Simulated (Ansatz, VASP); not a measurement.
Ag: VASP beside Ansatz

The input INCAR:

```
PREC = Accurate
ENCUT = 520
EDIFF = 1E-6
ISMEAR = 0
SIGMA = 0.15
LREAL = False
LASPH = True
NELM = 80
ALGO = Normal
ISIF = 2
LWAVE = False
LCHARG = True
GGA = PS
LELF = True
LVHAR = True
NBANDS = 12
```

Contents of KPOINTS:

```
Automatic mesh
0
Gamma
  20 20 20
```

POSCAR

```
Ag
1.0
    0.0000000000      1.9613760000      2.2065480000
    1.9613760000      0.0000000000      2.2065480000
    1.9613760000      1.9613760000      0.0000000000
Ag
1
Direct
    0.0000000000      0.0000000000      0.0000000000
```

Input for Ansatz:

```yaml
crystal:
  lattice:
    - [0.0, 1.961376, 2.206548]
    - [1.961376, 0.0, 2.206548]
    - [1.961376, 1.961376, 0.0]
  atoms:
    - { symbol: Ag, position: [0.0, 0.0, 0.0] }
basis:
  ecutwfc: 420
kpoints:
  mp_grid: { grid: [20, 20, 20] }
hamiltonian:
  xc: pbesol
scf:
  occupations: { method: gaussian, width: 0.15 }
output:
  forces: true
  stress: true
  eigenvalues: true
```

Change from the starting cell: strain -0.040 along x and y, +0.080 along z, atoms carried along.

Alike in both runs: task single point; functional PBEsol; k mesh 20 × 20 × 20; occupations gaussian, width 0.15 eV; no spin polarisation.

|  | VASP | Ansatz |
| --- | --- | --- |
| version | VASP 6.6.1 | Ansatz 0.2.0 |
| potentials or method | VASP PAW PBE potentials, release 64 (Ag), cutoff 520 eV | scalar-relativistic, plane waves, PAW |
| valence electrons in the cell | 11 | 19 |

```tsv
	VASP	Ansatz	Ansatz less VASP
gap on the k mesh at the Fermi level (eV)	none	none	-
pressure (GPa)	-1.7	-1.5	+0.21
traceless stress, the component that is largest in VASP (GPa)	-4.26	-4.29	-0.024
```

VASP's potentials were made for PBE, not for PBEsol. A gap of «none» marks a metal or a gap that the smearing closes. VASP's potentials hold 11 valence electrons a cell and Ansatz's 19, so a difference there can come from the potentials and not from the codes.
